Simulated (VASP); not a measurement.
## CdO2: single point with r2SCAN

The system is CdO2.

```
Cd O
1.0
     3.47623    0.00000    0.00000
    -1.73812    3.01050    0.00000
     0.00000    0.00000    4.14808
Cd O
1 2
Direct
  0.00000 0.00000 0.00000
  0.66667 0.33333 0.75578
  0.33333 0.66667 0.24422
```

```yaml
Program: VASP 6.6.1
Task: single point
Functional: r2SCAN
Potentials_or_basis: VASP PAW PBE potentials, release 64 (Cd_sv_GW, O)
Cutoff: 770 eV
k_mesh: 4 × 4 × 3
Occupations: fermi-dirac, width 0.1 eV
Spin: no spin polarisation
```

The pressure is -9.8 GPa. The largest force is 0.271 eV/Å and the band gap on the k mesh is zero (bands 16 and 17 overlap by 0.34 eV).

Forces in eV/Å, atoms in the order of the input:
```
Cd   0.000  0.000  0.000
O    0.000  0.000  0.271
O    0.000  0.000 -0.271
```

Stress tensor (GPa, compression positive):
```
-10.37   0.00   0.00
  0.00 -10.37   0.00
  0.00   0.00  -8.54
```

Levels at points of the mesh, in eV from the Fermi level:
```
           k point  band 12  band 13  band 14  band 15  band 16  band 17  band 18  band 19  band 20  band 21
(0.00, 0.00, 0.00)    -2.18    -0.94    -0.94    -0.07    -0.07     0.05     3.88     9.19    14.57    14.57
(0.50, 0.00, 0.00)    -3.35    -2.32    -2.25    -1.54    -0.16     0.38     7.95     9.78    13.50    13.78
```

It took 41 s on 1 thread of AMD EPYC 9R45 96-Core Processor (Zen 5), on a shared host, peak memory 0.18 GiB.

Caveat: the k points lie up to 0.52 Å⁻¹ apart; semilocal functionals underestimate gaps, and a narrow one can read as zero; the PAW data sets were made with another functional, which shifts forces and pressure a little.
